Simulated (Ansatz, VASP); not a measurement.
**In in VASP and in Ansatz**

INCAR

```
SYSTEM = In
PREC = Accurate
ENCUT = 520
EDIFF = 1E-6
ISMEAR = -1
SIGMA = 0.1
LREAL = .False.
LASPH = .True.
NELM = 80
ALGO = Normal
ISIF = 2
LWAVE = .False.
LCHARG = .False.
GGA = PS
NBANDS = 20
```

The input KPOINTS:

```
regular mesh
0
Gamma
  12 12 7
  0 0 0
```

POSCAR

```
In
1.0
    3.4439793836      0.0000000000      0.0000000000
   -1.7219896918      2.9825736363      0.0000000000
    0.0000000000      0.0000000000      5.6013435113
In
2
Direct
    0.3333333333      0.6666666667      0.2500000000
    0.6666666667      0.3333333333      0.7500000000
```

Input for Ansatz:

```yaml
crystal:
  lattice:
    - [3.4439793836, 0.0, 0.0]
    - [-1.7219896918, 2.9825736363, 0.0]
    - [0.0, 0.0, 5.6013435113]
  atoms:
    - { symbol: In, position: [0.3333333333, 0.6666666667, 0.25] }
    - { symbol: In, position: [0.6666666667, 0.3333333333, 0.75] }
hamiltonian:
  xc: pbesol
  pseudopotentials:
    kind: paw
    azcp:
      In: "pseudopotentials/In.paw.azcp"
basis:
  ecutwfc: 420
  fft_grid_basis: typed
kpoints:
  mp_grid: { grid: [12, 12, 7], shift: [0, 0, 0] }
magnetization:
  spin_polarized: false
scf:
  occupations: { method: fermi_dirac, width: 0.1 }
  lower_state_search: "off"
output:
  stress: true
```

Alike in both runs: task single point; functional PBEsol; k mesh 12 × 12 × 7; occupations fermi-dirac, width 0.1 eV; no spin polarisation.

```csv
,VASP,Ansatz
version,VASP 6.6.1,Ansatz 0.2.0
potentials or method,"VASP PAW PBE potentials, release 64 (In_d), cutoff 520 eV","plane waves (420 eV) with PAW, scalar-relativistic"
valence electrons in the cell,26,26
```

Ansatz gave:

- pressure (GPa): -3.6
- traceless stress, the component that is largest in VASP (GPa): -0.43

Q: What did VASP give for the same quantities?

A: Pressure (GPa): -3.7; traceless stress, the component that is largest in VASP (GPa): -0.43.

VASP's potentials were made for PBE, not for PBEsol, and Ansatz warns of the same on its side.
